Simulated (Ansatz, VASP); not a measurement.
Two plane-wave programs on Si

```
CELL_PARAMETERS angstrom
3.90879 0.00000 0.00000
-1.95439 3.38511 0.00000
0.00000 0.00000 5.94879
ATOMIC_POSITIONS crystal
Si 0.33333 0.66667 0.05827
Si 0.66667 0.33333 0.55827
Si 0.33333 0.66667 0.44173
Si 0.66667 0.33333 0.94173
```

Alike in both runs: task single point; functional LDA; k mesh 12 × 12 × 6; occupations gaussian, width 0.03 eV; no spin polarisation.

```csv
,VASP,Ansatz
version,VASP 6.6.1,Ansatz 0.2.0
potentials or method,"VASP PAW LDA potentials, release 64 (Si), cutoff 520 eV","scalar-relativistic, plane waves, PAW"
valence electrons in the cell,16,16
```

|  | VASP | Ansatz | Ansatz less VASP |
| --- | --- | --- | --- |
| gap on the k mesh at the Fermi level (eV) | none | none | - |
| pressure (GPa) | 0.5 | 0.4 | -0.08 |
| traceless stress, the component that is largest in VASP (GPa) | 10.71 | 10.67 | -0.035 |
| rms of the force components (eV/Å) | 0.152 | 0.151 | -0.0005 |

Ansatz warns that its potentials were made for another functional, while VASP's fit it. LDA's correlation is that of Perdew and Zunger in VASP and of Perdew and Wang (1992) in Ansatz. Atom by atom the forces differ by 0.000 eV/Å (rms over components). A gap of «none» marks a metal or a gap that the smearing closes.
